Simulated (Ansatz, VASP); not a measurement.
# BN: VASP beside Ansatz

```
CELL_PARAMETERS angstrom
2.55394 0.00000 0.00000
-1.27697 2.21178 0.00000
0.00000 0.00000 4.22685
ATOMIC_POSITIONS crystal
B 0.61580 0.23161 0.05296
B 0.33333 0.66667 0.49972
N 0.66667 0.33333 0.62528
N 0.33333 0.66667 0.12528
```

Alike in both runs: task single point; functional PBE; k mesh 12 × 12 × 6; occupations gaussian, width 0.05 eV; no spin polarisation.

|  | VASP | Ansatz |
| --- | --- | --- |
| version | VASP 6.6.1 | Ansatz 0.2.0 |
| potentials or method | VASP PAW PBE potentials, release 64 (B, N), cutoff 520 eV | scalar-relativistic, plane waves, PAW |
| valence electrons in the cell | 16 | 16 |

|  | VASP | Ansatz | Ansatz less VASP |
| --- | --- | --- | --- |
| gap on the k mesh at the Fermi level (eV) | 4.21 | 4.21 | +0.005 |
| least direct gap on the mesh (eV) | 6.03 | 6.04 | +0.009 |
| pressure (GPa) | 20.9 | 20.8 | -0.11 |
| traceless stress, the component that is largest in VASP (GPa) | 26.59 | 26.47 | -0.116 |
| rms of the force components (eV/Å) | 4.834 | 4.829 | -0.0049 |

Atom by atom the forces differ by 0.009 eV/Å (rms over components). The functional is the same, so the differences come from potentials, cutoffs and numerics.
